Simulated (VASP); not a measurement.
# CdS (Hawleyite) (F-43m) in VASP: notebook

CdS (Hawleyite) is run at these levels: PBEsol; tasks: single point.

All numbers are computed with VASP 6.6.1; they aren't measurements. Logs are shortened: lines on timing, memory, paths and dates and some standing lists are left out, and cuts for length are marked.

**1. The cell of the first run**

Symmetry: F-43m, No. 216, cubic system. Conventional cell: a = 5.734 Å, b = 5.734 Å, c = 5.734 Å, α = 90.00°, β = 90.00°, γ = 90.00°. Within 3.3 Å of Cd (site symmetry -43m) lie 4 S at 2.48 Å. S (site symmetry -43m) has 4 Cd at 2.48 Å within 3.3 Å.

**2. Single point, PBEsol**

The input, INCAR:

```
  ALGO = Normal
  EDIFF = 1E-6
  ENCUT = 520
  GGA = PS
  ISIF = 2
  ISMEAR = 0
  LASPH = True
  LCHARG = False
  LREAL = False
  LWAVE = False
  NBANDS = 16
  NELM = 80
  PREC = Accurate
  SIGMA = 0.01
```

The input, KPOINTS:

```
k-points
0
Gamma
  7 7 7
```

The input, POSCAR:

```
CdS
1.0
    0.0000000000      2.8670582452      2.8670582452
    2.8670582452      0.0000000000      2.8670582452
    2.8670582452      2.8670582452      0.0000000000
Cd S
1 1
Direct
    0.0000000000      0.0000000000      0.0000000000
    0.2500000000      0.2500000000      0.2500000000
```

Potentials or basis: VASP PAW PBE potentials, release 64 (Cd, S).

The run is started by

```sh
$ cat potpaw_PBE.64/Cd/POTCAR potpaw_PBE.64/S/POTCAR > POTCAR
$ mpirun -np 1 vasp_std > vasp.out
```

OUTCAR:

```text
EDIFF = 1E-6
   ENCUT = 520
   GGA = PS
   ISIF = 2
   ISMEAR = 0
   LASPH = True
   LREAL = False
   NELM = 80
   PREC = Accurate

 ion  position               nearest neighbor table
   1  0.000  0.000  0.000-   2 2.48   2 2.48   2 2.48   2 2.48
   2  0.250  0.250  0.250-   1 2.48   1 2.48   1 2.48   1 2.48

  LATTYP: Found a face centered cubic cell.
 ALAT       =     5.7341164904

  Lattice vectors:

 A1 = (   0.0000000000,   2.8670582452,   2.8670582452)
 A2 = (   2.8670582452,   0.0000000000,   2.8670582452)
 A3 = (   2.8670582452,   2.8670582452,   0.0000000000)

Analysis of symmetry for initial positions (statically):
=====================================================================
 Subroutine PRICEL returns:
 Original cell was already a primitive cell.

 Routine SETGRP: Setting up the symmetry group for a
 face centered cubic supercell.

 Subroutine GETGRP returns: Found 24 space group operations
 (whereof 24 operations were pure point group operations)
 out of a pool of 48 trial point group operations.

The static configuration has the point symmetry T_d .

Analysis of symmetry for dynamics (positions and initial velocities):
=====================================================================
 Subroutine PRICEL returns:
 Original cell was already a primitive cell.

 Routine SETGRP: Setting up the symmetry group for a
 face centered cubic supercell.

 Subroutine GETGRP returns: Found 24 space group operations
 (whereof 24 operations were pure point group operations)
 out of a pool of 48 trial point group operations.

The dynamic configuration has the point symmetry T_d .

 Subroutine INISYM returns: Found 24 space group operations
 (whereof 24 operations are pure point group operations),
 and found     1 'primitive' translations

----------------------------------------------------------------------------------------

                                     Primitive cell

  volume of cell :      47.1346

  direct lattice vectors                    reciprocal lattice vectors
     0.000000000  2.867058245  2.867058245    -0.174394783  0.174394783  0.174394783
     2.867058245  0.000000000  2.867058245     0.174394783 -0.174394783  0.174394783
     2.867058245  2.867058245  0.000000000     0.174394783  0.174394783 -0.174394783

  length of vectors
     4.054632654  4.054632654  4.054632654     0.302060624  0.302060624  0.302060624

  position of ions in fractional coordinates (direct lattice)
[... 73 lines left out ...]
   NELM   =     80;   NELMIN=  2; NELMDL= -5     # of ELM steps
   EDIFF  = 0.1E-05   stopping-criterion for ELM
   LREAL  =      F    real-space projection
   EDIFFG = 0.1E-04   stopping-criterion for IOM
   NSW    =      0    number of steps for IOM
   IBRION =     -1    ionic relax: 0-MD 1-quasi-New 2-CG
   NFREE  =      0    steps in history (QN), initial steepest desc. (CG)
   ISIF   =      2    stress and relaxation
   ISYM   =      2    0-nonsym 1-usesym 2-fastsym
   POTIM  = 0.5000    time-step for ionic-motion
   TEBEG  =    0.0;   TEEND  =   0.0 temperature during run
   PSTRESS=    0.0 pullay stress
   NELECT =      18.0000    total number of electrons
   NUPDOWN=      -1.0000    fix difference up-down
   EMIN   =  10.00;   EMAX   =-10.00  energy-range for DOS
   EFERMI =   0.00;   METHOD = LEGACY
   ISMEAR =     0;   SIGMA  =   0.01  broadening in eV -4-tet -1-fermi 0-gaus
   EFERMI_NEDOS =   21; number of points for ismear=-14 and -15
   IALGO  =     38    algorithm
   IMIX   =      4    mixing-type and parameters
     AMIX     =   0.40;   BMIX     =  1.00
     AMIX_MAG =   1.60;   BMIX_MAG =  1.00
  volume/ion in A,a.u.               =      23.57       159.04
  Fermi-wavevector in a.u.,A,eV,Ry     =   1.187734  2.244492 19.193899  1.410712
  Thomas-Fermi vector in A             =   2.323879
   LORBIT       =      0    0 simple, 1 ext, 2 COOP (PROOUT), +10 PAW based schemes
   GGA     = PS    functional components
   LHFCALC =     F    Hartree Fock is set to
   AEXX    =    0.0000 exact exchange contribution
   IVDW    =     0    specifies the selected vdW correction
   LEPSILON=     F    determine dielectric tensor
   LRPA    =     F    only Hartree local field effects (RPA)
 non-spin polarized calculation
 Gauss-broadening in eV      SIGMA  =   0.01
  energy-cutoff  :      520.00
  volume of cell :       47.13
 maximum number of plane-waves:      1283
 NGX is ok and might be reduce to    30
   NGX = 15   NGY = 15   NGZ = 15

 number of electron      18.0000006 magnetization

 Free energy of the ion-electron system (eV)
  ---------------------------------------------------
  ext. energy  EPLUGINS =         0.00000000
  ---------------------------------------------------
  free energy    TOTEN  =        -6.78418826 eV

  energy without entropy =       -6.78418826  energy(sigma->0) =       -6.78418826

 E-fermi :   1.7874     XC(G=0):  -9.6213

 val. band max:        1.6710783111   @ k =   0.0000   0.0000   0.0000
 cond. band min:       2.7835362863   @ k =   0.0000   0.0000   0.0000
 fundamental gap:      1.1124579752
 Fermi energy:         1.7873812599

 k-point     1 :       0.0000    0.0000    0.0000
  band No.  band energies     occupation
      1     -11.0480      2.00000
      2      -6.2697      2.00000
      3      -6.2697      2.00000
      4      -6.2697      2.00000
      5      -5.7074      2.00000
      6      -5.7074      2.00000
[... 357 lines left out ...]
      3      -5.9682      2.00000
      4      -5.7697      2.00000
      5      -5.6896      2.00000
      6      -5.0148      2.00000
[... 8 lines left out ...]
     15      14.0440      0.00000
     16      15.8471      0.00000

------------------------ aborting loop because EDIFF is reached ----------------------------------------

  FORCE on cell =-STRESS in cart. coord.  units (eV):
  Direction    XX          YY          ZZ          XY          YZ          ZX
  --------------------------------------------------------------------------------------
  -------------------------------------------------------------------------------------
  Total        1.0857335      1.0857335      1.0857335      0.0000000      0.0000000      0.0000000
  in kB       36.9057707     36.9057707     36.9057707      0.0000000      0.0000000      0.0000000
  external PRESSURE =      36.9057707 kB  Pullay stress =       0.0000000 kB

 VOLUME and BASIS-vectors are now :
 -----------------------------------------------------------------------------
  energy-cutoff  :      520.00
  volume of cell :       47.13
      direct lattice vectors                 reciprocal lattice vectors
     0.000000000  2.867058245  2.867058245    -0.174394783  0.174394783  0.174394783
     2.867058245  0.000000000  2.867058245     0.174394783 -0.174394783  0.174394783
     2.867058245  2.867058245  0.000000000     0.174394783  0.174394783 -0.174394783

 POSITION                                       TOTAL-FORCE (eV/Angst)
 -----------------------------------------------------------------------------------
      0.00000      0.00000      0.00000         0.000000      0.000000      0.000000
      1.43353      1.43353      1.43353        -0.000000     -0.000000     -0.000000
 -----------------------------------------------------------------------------------
    total drift:                               -0.000001     -0.000001     -0.000001

  FREE ENERGIE OF THE ION-ELECTRON SYSTEM (eV)
  ---------------------------------------------------
  free  energy   TOTEN  =        -6.7841882579 eV

  energy  without entropy=       -6.7841882579  energy(sigma->0) =       -6.78418826
```

OSZICAR:

```text
N       E                     dE             d eps       ncg     rms          rms(c)
DAV:   1     0.108711592930E+03    0.10871E+03   -0.89239E+03   640   0.104E+03
DAV:   2    -0.310489421924E+01   -0.11182E+03   -0.10540E+03   760   0.255E+02
DAV:   3    -0.725894363668E+01   -0.41540E+01   -0.41453E+01   824   0.515E+01
DAV:   4    -0.728326592150E+01   -0.24322E-01   -0.24320E-01   752   0.386E+00
DAV:   5    -0.728357877684E+01   -0.31286E-03   -0.31285E-03   848   0.415E-01    0.879E+00
DAV:   6    -0.680828345537E+01    0.47530E+00   -0.77307E-01   976   0.126E+01    0.692E+00
DAV:   7    -0.678656630037E+01    0.21717E-01   -0.17798E-01   832   0.302E+00    0.318E+00
DAV:   8    -0.678439333143E+01    0.21730E-02   -0.19170E-02   760   0.179E+00    0.288E-01
DAV:   9    -0.678412867576E+01    0.26466E-03   -0.22027E-03   776   0.746E-01    0.492E-02
DAV:  10    -0.678415350035E+01   -0.24825E-04   -0.19602E-04   824   0.175E-01    0.533E-02
DAV:  11    -0.678419045857E+01   -0.36958E-04   -0.64259E-05   744   0.747E-02    0.197E-02
DAV:  12    -0.678418770404E+01    0.27545E-05   -0.12667E-05   856   0.471E-02    0.880E-03
DAV:  13    -0.678418825790E+01   -0.55386E-06   -0.20311E-06   736   0.870E-03
   1 F= -.67841883E+01 E0= -.67841883E+01  d E =-.888886E-63
```

Run time: 32 s. Hardware: 1 thread of Intel Xeon 8259CL, shared host; peak memory 0.17 GiB.

Results:

- Free energy: -6.7842 eV
- Pressure: 3.7 GPa
- Band gap on the k mesh: 1.11 eV, direct

Caveat: the PAW data sets were made with another functional, which shifts forces and pressure a little. A hybrid or GW would open this gap; PBEsol tends to underestimate it.

**3. Single point, PBEsol**

This run uses another cell than the first one, of 24.31 Å³/atom, 1.032 times its volume.

The input, INCAR:

```
SYSTEM = CdS
PREC = Accurate
ENCUT = 520
EDIFF = 1E-6
ISMEAR = 0
SIGMA = 0.01
LREAL = .False.
LASPH = .True.
NELM = 80
ALGO = Normal
ISIF = 2
LWAVE = .False.
LCHARG = .False.
GGA = PS
NBANDS = 16
```

The input, KPOINTS:

```
Automatic mesh
0
Gamma
  7 7 7
  0 0 0
```

The input, POSCAR:

```
CdS
1.0
    0.0000000000      2.8969255847      2.8969255847
    2.8969255847      0.0000000000      2.8969255847
    2.8969255847      2.8969255847      0.0000000000
Cd S
1 1
Direct
    0.0000000000      0.0000000000      0.0000000000
    0.2500000000      0.2500000000      0.2500000000
```

Potentials or basis: VASP PAW PBE potentials, release 64 (Cd, S).

The run is started by

```sh
$ cat potpaw_PBE.64/Cd/POTCAR potpaw_PBE.64/S/POTCAR > POTCAR
$ mpirun -np 1 vasp_std > vasp.out
```

OUTCAR:

```text
SYSTEM = CdS
   PREC = Accurate
   ENCUT = 520
   EDIFF = 1E-6
   ISMEAR = 0
   LREAL = .False.
   LASPH = .True.
   NELM = 80
   ISIF = 2
   GGA = PS

 ion  position               nearest neighbor table
   1  0.000  0.000  0.000-   2 2.51   2 2.51   2 2.51   2 2.51
   2  0.250  0.250  0.250-   1 2.51   1 2.51   1 2.51   1 2.51

  LATTYP: Found a face centered cubic cell.
 ALAT       =     5.7938511694

  Lattice vectors:

 A1 = (   0.0000000000,   2.8969255847,   2.8969255847)
[... 558 lines left out ...]

------------------------ aborting loop because EDIFF is reached ----------------------------------------

  FORCE on cell =-STRESS in cart. coord.  units (eV):
  Direction    XX          YY          ZZ          XY          YZ          ZX
  --------------------------------------------------------------------------------------
  -------------------------------------------------------------------------------------
  Total        0.4331834      0.4331834      0.4331834     -0.0000000      0.0000000      0.0000000
  in kB       14.2738260     14.2738260     14.2738260     -0.0000000      0.0000000      0.0000000
  external PRESSURE =      14.2738260 kB  Pullay stress =       0.0000000 kB

 VOLUME and BASIS-vectors are now :
 -----------------------------------------------------------------------------
  energy-cutoff  :      520.00
  volume of cell :       48.62
      direct lattice vectors                 reciprocal lattice vectors
     0.000000000  2.896925585  2.896925585    -0.172596770  0.172596770  0.172596770
     2.896925585  0.000000000  2.896925585     0.172596770 -0.172596770  0.172596770
     2.896925585  2.896925585  0.000000000     0.172596770  0.172596770 -0.172596770

 POSITION                                       TOTAL-FORCE (eV/Angst)
 -----------------------------------------------------------------------------------
      0.00000      0.00000      0.00000        -0.000000     -0.000000     -0.000000
      1.44846      1.44846      1.44846         0.000000      0.000000      0.000000
 -----------------------------------------------------------------------------------
    total drift:                               -0.000001     -0.000001     -0.000001

  FREE ENERGIE OF THE ION-ELECTRON SYSTEM (eV)
  ---------------------------------------------------
  free  energy   TOTEN  =        -6.8080013007 eV

  energy  without entropy=       -6.8080013007  energy(sigma->0) =       -6.80800130
```

OSZICAR:

```text
N       E                     dE             d eps       ncg     rms          rms(c)
DAV:   1     0.110283856071E+03    0.11028E+03   -0.91079E+03   640   0.103E+03
DAV:   2    -0.316382371237E+01   -0.11345E+03   -0.10679E+03   800   0.256E+02
DAV:   3    -0.728244304820E+01   -0.41186E+01   -0.41130E+01   808   0.512E+01
DAV:   4    -0.730669051719E+01   -0.24247E-01   -0.24246E-01   784   0.383E+00
DAV:   5    -0.730701918612E+01   -0.32867E-03   -0.32867E-03   816   0.417E-01    0.817E+00
DAV:   6    -0.683104739320E+01    0.47597E+00   -0.78012E-01   960   0.123E+01    0.652E+00
DAV:   7    -0.681046247972E+01    0.20585E-01   -0.16976E-01   864   0.293E+00    0.307E+00
DAV:   8    -0.680818347661E+01    0.22790E-02   -0.17740E-02   760   0.169E+00    0.264E-01
DAV:   9    -0.680793167953E+01    0.25180E-03   -0.20973E-03   768   0.709E-01    0.516E-02
DAV:  10    -0.680796326591E+01   -0.31586E-04   -0.19806E-04   832   0.170E-01    0.567E-02
DAV:  11    -0.680800482908E+01   -0.41563E-04   -0.72325E-05   768   0.786E-02    0.209E-02
DAV:  12    -0.680800064386E+01    0.41852E-05   -0.15505E-05   872   0.507E-02    0.849E-03
DAV:  13    -0.680800130068E+01   -0.65683E-06   -0.25784E-06   768   0.910E-03
   1 F= -.68080013E+01 E0= -.68080013E+01  d E =-.103848E-15
```

stdout:

```text
POSCAR found type information on POSCAR CdS
 POSCAR found :  2 types and       2 ions
 scaLAPACK will be used
 -----------------------------------------------------------------------------
|                                                                             |
|                                                                             |
|     You enforced a specific xc type in the INCAR file but a different       |
|     I HOPE YOU KNOW WHAT YOU ARE DOING!                                     |
|                                                                             |
 -----------------------------------------------------------------------------

 LDA part: xc-table for (Slater+PW92), standard interpolation
 POSCAR, INCAR and KPOINTS ok, starting setup
 FFT: planning ... GRIDC
 FFT: planning ... GRID_SOFT
 FFT: planning ... GRID
 WAVECAR not read
 entering main loop
```

It took 32 s on 1 thread of Intel Xeon 8259CL, shared host; peak memory 0.17 GiB.

What came out:

- Free energy: -6.8080 eV
- Pressure: 1.4 GPa
- Band gap on the k mesh: 1.05 eV, direct

Levels at points of the mesh, in eV from the valence-band top:
```csv
k point,band 5,band 6,band 7,band 8,band 9,band 10,band 11,band 12,band 13,band 14
"(0.00, 0.00, 0.00)",-7.29,-7.29,0.00,0.00,0.00,1.05,6.44,6.44,6.44,11.32
```

Caveat: the PAW data sets were made with another functional, which shifts forces and pressure a little.

**4. Single point, PBEsol**

This run uses another cell than the first one, of 25.06 Å³/atom, 1.063 times its volume.

The input, INCAR:

```
PREC = Accurate ; ENCUT = 520
EDIFF = 1E-7 ; ISMEAR = 0
SIGMA = 0.01 ; LREAL = False
LASPH = True ; NELM = 60
ALGO = Normal ; ISIF = 2
LWAVE = False ; LCHARG = False
GGA = PS ; NBANDS = 16
```

The input, KPOINTS:

```
regular mesh
0
Gamma
  7 7 7
```

The input, POSCAR:

```
CdS
1.0
    0.0000000000      2.9261894400      2.9261894400
    2.9261894400      0.0000000000      2.9261894400
    2.9261894400      2.9261894400      0.0000000000
Cd S
1 1
Direct
    0.0000000000      0.0000000000      0.0000000000
    0.2500000000      0.2500000000      0.2500000000
```

The run is started by

```sh
$ cat potpaw_PBE.64/Cd/POTCAR potpaw_PBE.64/S/POTCAR > POTCAR
$ mpirun -np 1 vasp_std > vasp.out
```

It took 25 s on 1 thread of Intel Xeon 8259CL, shared host; peak memory 0.18 GiB.

Results (log left out):

| Property | Result |
| --- | --- |
| Free energy | -6.8124 eV |
| Pressure | -0.5 GPa |
| Band gap on the k mesh | 0.99 eV, direct |

Levels at points of the mesh, in eV from the valence-band top:
```
           k point  band 5  band 6  band 7  band 8  band 9  band 10  band 11  band 12  band 13  band 14
(0.00, 0.00, 0.00)   -7.22   -7.22    0.00    0.00    0.00     0.99     6.45     6.45     6.45    11.15
```

Caveat: the PAW data sets were made with another functional, which shifts forces and pressure a little.

**5. Single point, PBEsol**

This run uses another cell than the first one, of 25.80 Å³/atom, 1.095 times its volume.

The input, INCAR:

```
PREC = Accurate
ENCUT = 520
EDIFF = 1E-7
ISMEAR = 0
SIGMA = 0.01
LREAL = F
LASPH = T
NELM = 60
ALGO = Normal
ISIF = 2
LWAVE = F
LCHARG = F
GGA = PS
NBANDS = 16
```

KPOINTS is that of step 4.

The input, POSCAR:

```
CdS
1.0
    0.0000000000      2.9548794012      2.9548794012
    2.9548794012      0.0000000000      2.9548794012
    2.9548794012      2.9548794012      0.0000000000
Cd S
1 1
Direct
    0.0000000000      0.0000000000      0.0000000000
    0.2500000000      0.2500000000      0.2500000000
```

The run is started by

```sh
$ cat potpaw_PBE.64/Cd/POTCAR potpaw_PBE.64/S/POTCAR > POTCAR
$ mpirun -np 1 vasp_std > vasp.out
```

Wall time 24 s (1 thread of Intel Xeon 8259CL, shared host); peak memory 0.18 GiB.

Results (log left out):

```yaml
Free_energy: -6.8005 eV
Pressure: -2.1 GPa
Band_gap_on_the_k_mesh: 0.93 eV, direct
```

Levels at points of the mesh, in eV from the valence-band top:
| k point | band 7 | band 8 | band 9 | band 10 | band 11 | band 12 |
| --- | --- | --- | --- | --- | --- | --- |
| (0.00, 0.00, 0.00) | 0.00 | 0.00 | 0.00 | 0.93 | 6.45 | 6.45 |

Caveat: the PAW data sets were made with another functional, which shifts forces and pressure a little. A hybrid or GW would open this gap; PBEsol tends to underestimate it.

**6. Single point, PBEsol**

This run uses another cell than the first one, of 26.54 Å³/atom, 1.126 times its volume.

The input, INCAR:

```
SYSTEM = CdS
PREC = Accurate ; ENCUT = 520
EDIFF = 1E-6 ; ISMEAR = 0
SIGMA = 0.01 ; LREAL = .FALSE.
LASPH = .TRUE. ; NELM = 100
ALGO = Normal ; ISIF = 2
LWAVE = .FALSE. ; LCHARG = .TRUE.
GGA = PS ; LELF = .TRUE.
LVHAR = .TRUE. ; NBANDS = 16
```

The input, KPOINTS:

```
regular mesh
0
G
  7 7 7
  0 0 0
```

The input, POSCAR:

```
CdS
1.0
    0.0000000000      2.9830228036      2.9830228036
    2.9830228036      0.0000000000      2.9830228036
    2.9830228036      2.9830228036      0.0000000000
Cd S
1 1
Direct
    0.0000000000      0.0000000000      0.0000000000
    0.2500000000      0.2500000000      0.2500000000
```

Potentials or basis: VASP PAW PBE potentials, release 64 (Cd, S).

The run is started by

```sh
$ cat potpaw_PBE.64/Cd/POTCAR potpaw_PBE.64/S/POTCAR > POTCAR
$ mpirun -np 1 vasp_std > vasp.out
```

Wall time 27 s (1 thread of Intel Xeon 8259CL, shared host); peak memory 0.18 GiB.

The run converged. Its results:

- Free energy: -6.7747 eV
- Pressure: -3.5 GPa
- Band gap on the k mesh: 0.86 eV, direct

Levels at points of the mesh, in eV from the valence-band top:
| k point | band 7 | band 8 | band 9 | band 10 | band 11 | band 12 |
| --- | --- | --- | --- | --- | --- | --- |
| (0.00, 0.00, 0.00) | 0.00 | 0.00 | 0.00 | 0.86 | 6.45 | 6.45 |

Caveat: the PAW data sets were made with another functional, which shifts forces and pressure a little. As with any semilocal functional, this PBEsol gap is likely too small.

**7. The runs side by side**

```csv
cell,gap on the mesh (eV),pressure (GPa)
"a = 4.055 Å, angles 60.0°, 2 atoms",1.11,3.7
"a = 4.097 Å, angles 60.0°, 2 atoms",1.05,1.4
"a = 4.138 Å, angles 60.0°, 2 atoms",0.99,-0.5
"a = 4.179 Å, angles 60.0°, 2 atoms",0.93,-2.1
"a = 4.219 Å, angles 60.0°, 2 atoms",0.86,-3.5
```

Alike in all rows: task single point; level PBEsol; potentials or basis VASP PAW PBE potentials, release 64 (Cd, S); no spin polarisation; k mesh 7 × 7 × 7; cutoff (eV) 520; smearing gaussian 0.01 eV.

Caveats: the PAW data sets were made with another functional, which shifts forces and pressure a little.

Absolute energies hang on the potentials; compare differences alone.
